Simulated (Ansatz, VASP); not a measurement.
Al: VASP beside Ansatz

The input POSCAR:

```
Al
1.0
    0.0000000000      2.1049392000      2.1049392000
    2.1049392000      0.0000000000      2.1049392000
    2.1049392000      2.1049392000      0.0000000000
Al
1
Direct
    0.0000000000      0.0000000000      0.0000000000
```

The input INCAR.step1:

```
PREC = Accurate ; ENCUT = 520
ISMEAR = 0 ; SIGMA = 0.15
LREAL = F ; LASPH = T
NELM = 60 ; NBANDS = 8
GGA = PE ; ALGO = Normal
EDIFF = 1E-4 ; LWAVE = T
LCHARG = F
```

The input INCAR.step2:

```
PREC = Accurate ; ENCUT = 520
EDIFF = 1E-6 ; ISMEAR = 0
SIGMA = 0.15 ; LREAL = F
LASPH = T ; NELM = 60
ALGO = Normal ; ISIF = 2
LWAVE = F ; LCHARG = F
METAGGA = R2SCAN ; LMIXTAU = T
NBANDS = 8 ; ISTART = 1
```

Contents of KPOINTS:

```
regular mesh
0
Gamma
  20 20 20
```

Input for Ansatz:

```yaml
crystal:
  lattice:
    - [0.0, 2.1049392, 2.1049392]
    - [2.1049392, 0.0, 2.1049392]
    - [2.1049392, 2.1049392, 0.0]
  atoms:
    - { symbol: Al, position: [0.0, 0.0, 0.0] }
basis:
  ecutwfc: 500
kpoints:
  mp_grid: { grid: [20, 20, 20] }
hamiltonian:
  xc: r2scan
scf:
  occupations: { method: gaussian, width: 0.15 }
output:
  forces: true
  stress: true
  eigenvalues: true
```

Change from the starting cell: strain +0.040 along x and y, +0.040 along z, atoms carried along.

Alike in both runs: task single point; functional r2SCAN; k mesh 20 × 20 × 20; occupations gaussian, width 0.15 eV; no spin polarisation.

|  | VASP | Ansatz |
| --- | --- | --- |
| version | VASP 6.6.1 | Ansatz 0.2.0 |
| potentials or method | VASP PAW PBE potentials, release 64 (Al), cutoff 520 eV | scalar-relativistic, plane waves, PAW |
| valence electrons in the cell | 3 | 3 |

```csv
,VASP,Ansatz,Ansatz less VASP
gap on the k mesh at the Fermi level (eV),none,none,-
pressure (GPa),-10.3,-10.1,+0.20
```

VASP's potentials were made for PBE, not for r2SCAN. A gap of «none» marks a metal or a gap that the smearing closes.
